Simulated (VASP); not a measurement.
Wanted: the native input for a VASP 6.6.1 run.

```
Task                   : single point
Functional             : r2SCAN
Potentials or basis    : VASP PAW PBE potentials, release 64 (Ba_sv, O)
Cutoff                 : 660 eV
k mesh                 : 8 × 8 × 8
Occupations            : gaussian, width 0.01 eV
Spin                   : non-collinear spin, zero start, spin-orbit coupling
Starting moments       : [[0.0, 0.0, 0.0], [0.0, 0.0, 0.0]] μB
Dipole correction      : no
Further INCAR settings : ALGO = Normal; EDIFF = 1e-06; NBANDS = 28
```

Crystal: BaO.

```
CELL_PARAMETERS angstrom
0.00000 2.79966 2.79966
2.79966 0.00000 2.79966
2.79966 2.79966 0.00000
ATOMIC_POSITIONS crystal
Ba 0.00000 0.00000 0.00000
O 0.50000 0.50000 0.50000
```

This cell differs from its parent crystal: strain +1.0%.

One way to write it, as run:

POSCAR

```
BaO
1.0
    0.0000000000      2.7996621084      2.7996621084
    2.7996621084      0.0000000000      2.7996621084
    2.7996621084      2.7996621084      0.0000000000
Ba O
1 1
Direct
    0.0000000000      0.0000000000      0.0000000000
    0.5000000000      0.5000000000      0.5000000000
```

INCAR.step1

```
SYSTEM = BaO
PREC = Accurate ; ENCUT = 660
ISMEAR = 0 ; SIGMA = 0.01
LREAL = .FALSE. ; LASPH = .TRUE.
NELM = 200 ; MAGMOM = 0 0 0 0 0 0
LSORBIT = .TRUE. ; GGA_COMPAT = .FALSE.
NBANDS = 28 ; GGA = PE
ALGO = Normal ; EDIFF = 1E-5
LWAVE = .TRUE. ; LCHARG = .FALSE.
```

INCAR.step2

```
SYSTEM = BaO
PREC = Accurate ; ENCUT = 660
EDIFF = 1E-6 ; ISMEAR = 0
SIGMA = 0.01 ; LREAL = .FALSE.
LASPH = .TRUE. ; NELM = 200
ALGO = Normal ; ISIF = 2
LWAVE = .FALSE. ; LCHARG = .FALSE.
MAGMOM = 0 0 0 0 0 0 ; LORBIT = 11
LSORBIT = .TRUE. ; GGA_COMPAT = .FALSE.
LORBMOM = .TRUE. ; METAGGA = R2SCAN
LMIXTAU = .TRUE. ; NBANDS = 28
ISTART = 1
```

KPOINTS

```
regular mesh
0
G
  8 8 8
  0 0 0
```

Potentials or basis: VASP PAW PBE potentials, release 64 (Ba_sv, O).

Launch:

```sh
$ cat potpaw_PBE.64/Ba_sv/POTCAR potpaw_PBE.64/O/POTCAR > POTCAR
$ cp INCAR.step1 INCAR
$ mpirun -np 1 vasp_ncl > vasp.out
$ cp INCAR.step2 INCAR
$ mpirun -np 1 vasp_ncl > vasp.out
```

It gave:

```
Pressure                                              : -0.7 GPa
Net moment                                            : 0.00 μB per cell
Valence electrons inside the program's atomic spheres : Ba 7.96; O 4.96
```

Caveat: the cell differs from its parent crystal (strain +1.0%); the PAW data sets were made with another functional, which shifts forces and pressure a little.

Run time: 16 min on 1 thread of Oxide Virtual Turin-like Processor (shared host), peak memory 0.45 GiB.
